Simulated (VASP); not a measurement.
# SnGe2 (P3m1) in VASP: single point with PBE

Aim: the single point of SnGe2 with PBE.

All numbers are computed with VASP 6.6.1; they aren't measurements. Logs are shortened: lines on timing, memory, paths and dates and some standing lists are left out, and cuts for length are marked.

**1. The cell of the first run**

Symmetry: P3m1, No. 156, trigonal system. Conventional cell: a = 4.009 Å, b = 4.009 Å, c = 5.873 Å, α = 90.00°, β = 90.00°, γ = 120.00°. Within 3.8 Å of Sn (site symmetry 3m) lie 5 Ge at 2.86 to 3.02 Å. Within 3.4 Å of Ge (site symmetry 3m) lie 3 Ge at 2.57 Å and 2 Sn at 2.86 to 3.02 Å. Within 3.4 Å of Ge (site symmetry 3m) lie 3 Ge at 2.57 Å and 3 Sn at 3.00 Å.

The cell was generated, and may not be a known phase.

**2. Single point, PBE**

INCAR reads:

```
SYSTEM = SnGe2
PREC = Accurate ; ENCUT = 500
EDIFF = 1E-6 ; ISMEAR = 0
SIGMA = 0.2 ; LREAL = .FALSE.
LASPH = .TRUE. ; NELM = 120
ALGO = Normal ; ISIF = 2
LWAVE = .FALSE. ; LCHARG = .FALSE.
GGA = PE ; NBANDS = 28
GGA_COMPAT = .FALSE.
```

KPOINTS reads:

```
regular mesh
0
G
  5 5 4
  0 0 0
```

POSCAR reads:

```
SnGe2
1.0
    4.0088647105      0.0000000000      0.0000000000
   -2.0044323552      3.4717786796      0.0000000000
    0.0000000000      0.0000000000      5.8729218647
Sn Ge
1 2
Direct
    0.3333333333      0.6666666667      0.3111305144
    0.3333333333      0.6666666667      0.8246333449
    0.0000000000      0.0000000000      0.6356865307
```

Potentials or basis: VASP PAW PBE potentials, release 64 (Sn_d, Ge_d).

Launch:

```sh
cat potpaw_PBE.64/Sn_d/POTCAR potpaw_PBE.64/Ge_d/POTCAR > POTCAR
mpirun -np 1 vasp_std > vasp.out
```

OUTCAR:

```text
SYSTEM = SnGe2
   PREC = Accurate
   ENCUT = 500
   EDIFF = 1E-6
   ISMEAR = 0
   LREAL = .FALSE.
   LASPH = .TRUE.
   NELM = 120
   ISIF = 2
   GGA = PE

 ion  position               nearest neighbor table
   1  0.333  0.667  0.311-   2 2.86   3 3.00   3 3.00   3 3.00   2 3.02
   2  0.333  0.667  0.825-   3 2.57   3 2.57   3 2.57   1 2.86   1 3.02
   3  0.000  0.000  0.636-   2 2.57   2 2.57   2 2.57   1 3.00   1 3.00   1 3.00

  LATTYP: Found a hexagonal cell.
 ALAT       =     4.0088647105
 C/A-ratio  =     1.4649838019

  Lattice vectors:

 A1 = (   4.0088647105,   0.0000000000,   0.0000000000)
 A2 = (  -2.0044323552,   3.4717786796,   0.0000000000)
 A3 = (   0.0000000000,   0.0000000000,   5.8729218647)

Analysis of symmetry for initial positions (statically):
=====================================================================
 Subroutine PRICEL returns:
 Original cell was already a primitive cell.

 Routine SETGRP: Setting up the symmetry group for a
 hexagonal supercell.

 Subroutine GETGRP returns: Found  6 space group operations
 (whereof  6 operations were pure point group operations)
 out of a pool of 24 trial point group operations.

The static configuration has the point symmetry C_3v.

Analysis of symmetry for dynamics (positions and initial velocities):
=====================================================================
 Subroutine PRICEL returns:
 Original cell was already a primitive cell.

 Routine SETGRP: Setting up the symmetry group for a
 hexagonal supercell.

 Subroutine GETGRP returns: Found  6 space group operations
 (whereof  6 operations were pure point group operations)
 out of a pool of 24 trial point group operations.

The dynamic configuration has the point symmetry C_3v.

 Subroutine INISYM returns: Found  6 space group operations
 (whereof  6 operations are pure point group operations),
 and found     1 'primitive' translations

----------------------------------------------------------------------------------------

                                     Primitive cell

  volume of cell :      81.7387

  direct lattice vectors                    reciprocal lattice vectors
     4.008864711  0.000000000  0.000000000     0.249447181  0.144018397  0.000000000
    -2.004432355  3.471778680  0.000000000     0.000000000  0.288036794  0.000000000
[... 76 lines left out ...]
   LASPH  =      T    aspherical Exc in radial PAW
   ENCUT  =  500.0 eV  36.75 Ry    6.06 a.u.   7.31  7.31 10.71*2*pi/ulx,y,z
   NELM   =    120;   NELMIN=  2; NELMDL= -5     # of ELM steps
   EDIFF  = 0.1E-05   stopping-criterion for ELM
   LREAL  =      F    real-space projection
   EDIFFG = 0.1E-04   stopping-criterion for IOM
   NSW    =      0    number of steps for IOM
   IBRION =     -1    ionic relax: 0-MD 1-quasi-New 2-CG
   NFREE  =      0    steps in history (QN), initial steepest desc. (CG)
   ISIF   =      2    stress and relaxation
   ISYM   =      2    0-nonsym 1-usesym 2-fastsym
   POTIM  = 0.5000    time-step for ionic-motion
   TEBEG  =    0.0;   TEEND  =   0.0 temperature during run
   PSTRESS=    0.0 pullay stress
   NELECT =      42.0000    total number of electrons
   NUPDOWN=      -1.0000    fix difference up-down
   EMIN   =  10.00;   EMAX   =-10.00  energy-range for DOS
   EFERMI =   0.00;   METHOD = LEGACY
   ISMEAR =     0;   SIGMA  =   0.20  broadening in eV -4-tet -1-fermi 0-gaus
   EFERMI_NEDOS =   21; number of points for ismear=-14 and -15
   IALGO  =     38    algorithm
   IMIX   =      4    mixing-type and parameters
     AMIX     =   0.40;   BMIX     =  1.00
     AMIX_MAG =   1.60;   BMIX_MAG =  1.00
  volume/ion in A,a.u.               =      27.25       183.87
  Fermi-wavevector in a.u.,A,eV,Ry     =   1.311240  2.477883 23.393166  1.719349
  Thomas-Fermi vector in A             =   2.441715
   LORBIT       =      0    0 simple, 1 ext, 2 COOP (PROOUT), +10 PAW based schemes
   GGA     = PE    functional components
   LHFCALC =     F    Hartree Fock is set to
   AEXX    =    0.0000 exact exchange contribution
   IVDW    =     0    specifies the selected vdW correction
   LEPSILON=     F    determine dielectric tensor
   LRPA    =     F    only Hartree local field effects (RPA)
 non-spin polarized calculation
 Gauss-broadening in eV      SIGMA  =   0.20
  energy-cutoff  :      500.00
  volume of cell :       81.74
 maximum number of plane-waves:      2098
 NGX is ok and might be reduce to    30
   NGX = 15   NGY = 15   NGZ = 21

 number of electron      42.0000014 magnetization

 Free energy of the ion-electron system (eV)
  ---------------------------------------------------
  ext. energy  EPLUGINS =         0.00000000
  ---------------------------------------------------
  free energy    TOTEN  =       -12.06820125 eV

  energy without entropy =      -12.03555170  energy(sigma->0) =      -12.05187647

 E-fermi :   4.9636     XC(G=0):  -9.5189

 val. band max:        4.9379518271   @ k =   0.2000   0.2000   0.5000
 cond. band min:       5.0947932094   @ k =   0.0000   0.2000   0.2500
 fundamental gap:      0.1568413823
 Fermi energy:         4.9635727565

 k-point     1 :       0.0000    0.0000    0.0000
  band No.  band energies     occupation
      1     -19.6772      2.00000
      2     -19.6772      2.00000
      3     -19.6279      2.00000
      4     -19.6114      2.00000
      5     -19.6114      2.00000
      6     -19.5114      2.00000
[... 516 lines left out ...]
     27      11.2442      0.00000
     28      12.3578      0.00000

------------------------ aborting loop because EDIFF is reached ----------------------------------------

  FORCE on cell =-STRESS in cart. coord.  units (eV):
  Direction    XX          YY          ZZ          XY          YZ          ZX
  --------------------------------------------------------------------------------------
  -------------------------------------------------------------------------------------
  Total       -0.0291619     -0.0291619      0.2620971     -0.0000000      0.0000000     -0.0000000
  in kB       -0.5716094     -0.5716094      5.1374208     -0.0000000      0.0000000     -0.0000000
  external PRESSURE =       1.3314007 kB  Pullay stress =       0.0000000 kB

 VOLUME and BASIS-vectors are now :
 -----------------------------------------------------------------------------
  energy-cutoff  :      500.00
  volume of cell :       81.74
      direct lattice vectors                 reciprocal lattice vectors
     4.008864711  0.000000000  0.000000000     0.249447181  0.144018397  0.000000000
    -2.004432355  3.471778680  0.000000000     0.000000000  0.288036794  0.000000000
     0.000000000  0.000000000  5.872921865     0.000000000  0.000000000  0.170272996

 POSITION                                       TOTAL-FORCE (eV/Angst)
 -----------------------------------------------------------------------------------
     -0.00000      2.31452      1.82725         0.000000     -0.000000      0.004508
     -0.00000      2.31452      4.84301         0.000000     -0.000000      0.003103
      0.00000      0.00000      3.73334        -0.000000      0.000000     -0.007611
 -----------------------------------------------------------------------------------
    total drift:                                0.000001      0.000000     -0.000680

  FREE ENERGIE OF THE ION-ELECTRON SYSTEM (eV)
  ---------------------------------------------------
  free  energy   TOTEN  =       -12.0682012453 eV

  energy  without entropy=      -12.0355517039  energy(sigma->0) =      -12.05187647
```

stdout:

```text
POSCAR found type information on POSCAR SnGe
 POSCAR found :  2 types and       3 ions
 scaLAPACK will be used
 LDA part: xc-table for (Slater+PW92), standard interpolation
 POSCAR, INCAR and KPOINTS ok, starting setup
 FFT: planning ... GRIDC
 FFT: planning ... GRID_SOFT
 FFT: planning ... GRID
 WAVECAR not read
 entering main loop
```

Run time: 38 s. Hardware: 1 thread of Intel Xeon 8259CL, shared host; peak memory 0.21 GiB.

Results:

| Item | Value |
| --- | --- |
| Free energy | -12.0682 eV |
| Pressure | 0.1 GPa |
| Largest force | 0.008 eV/Å |
| Band gap on the k mesh | zero (bands 21 and 22 overlap by 1.18 eV) |

Forces on the atoms (eV/Å):
```
Sn   0.000  0.000  0.005
Ge   0.000  0.000  0.003
Ge   0.000  0.000 -0.008
```

Levels at points of the mesh, in eV from the Fermi level:
```
           k point  band 17  band 18  band 19  band 20  band 21  band 22  band 23  band 24  band 25  band 26
(0.00, 0.00, 0.00)    -7.10    -5.80    -0.58    -0.58    -0.13     3.05     3.05     3.58     3.94     3.94
(0.00, 0.00, 0.50)    -8.86    -2.36    -0.79    -0.34    -0.34     1.42     2.56     2.56     3.66     3.66
```

Caveat: the k points lie up to 0.36 Å⁻¹ apart, too coarse for converged energies and pressures of a metal; spin-orbit coupling is left out, which moves the levels of the heavy elements.

The gap in the log of VASP goes by the Fermi energy; the results here count the filled bands.